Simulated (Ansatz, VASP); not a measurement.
# One calculation of BN, two programs

Contents of INCAR:

```
SYSTEM = BN
ALGO = Normal
EDIFF = 1E-6
ENCUT = 600
GGA = PE
GGA_COMPAT = .FALSE.
ISIF = 2
ISMEAR = 0
LASPH = .TRUE.
LCHARG = .FALSE.
LREAL = .FALSE.
LWAVE = .FALSE.
NBANDS = 11
NELM = 120
PREC = Accurate
SIGMA = 0.02
```

Contents of KPOINTS:

```
k-points
0
G
  12 12 12
  0 0 0
```

The input POSCAR:

```
BN
1.0
    0.0000000000      1.8807528474      1.8807528474
    1.8807528474      0.0000000000      1.8807528474
    1.8807528474      1.8807528474      0.0000000000
B N
1 1
Direct
    0.0000000000      0.0000000000      0.0000000000
    0.7500000000      0.7500000000      0.7500000000
```

Input for Ansatz:

```yaml
crystal:
  lattice:
    - [0.0, 1.8807528474, 1.8807528474]
    - [1.8807528474, 0.0, 1.8807528474]
    - [1.8807528474, 1.8807528474, 0.0]
  atoms:
    - { symbol: B, position: [0.0, 0.0, 0.0] }
    - { symbol: "N", position: [0.75, 0.75, 0.75] }
basis:
  ecutwfc: 420
kpoints:
  mp_grid: { grid: [12, 12, 12] }
hamiltonian:
  xc: pbe
scf:
  occupations: { method: gaussian, width: 0.02 }
output:
  forces: true
  stress: true
  eigenvalues: true
  populations: true
```

Alike in both runs: task single point; functional PBE; k mesh 12 × 12 × 12; occupations gaussian, width 0.02 eV; no spin polarisation.

```csv
,VASP,Ansatz
version,VASP 6.6.1,Ansatz 0.2.0
potentials or method,"VASP PAW PBE potentials, release 64 (B, N), cutoff 600 eV","scalar-relativistic, plane waves, PAW"
valence electrons in the cell,8,8
```

VASP gave:

- gap on the k mesh at the Fermi level (eV): 4.32
- least direct gap on the mesh (eV): 8.25
- pressure (GPa): -33.8

Task: What did Ansatz give for the same quantities?

Result: gap on the k mesh at the Fermi level (eV): 4.33; least direct gap on the mesh (eV): 8.26; pressure (GPa): -33.6.

Both programs put the cell under strong tension, so it lies far from rest at this level.

Noted on VASP's run: the cell as given lies far from equilibrium.
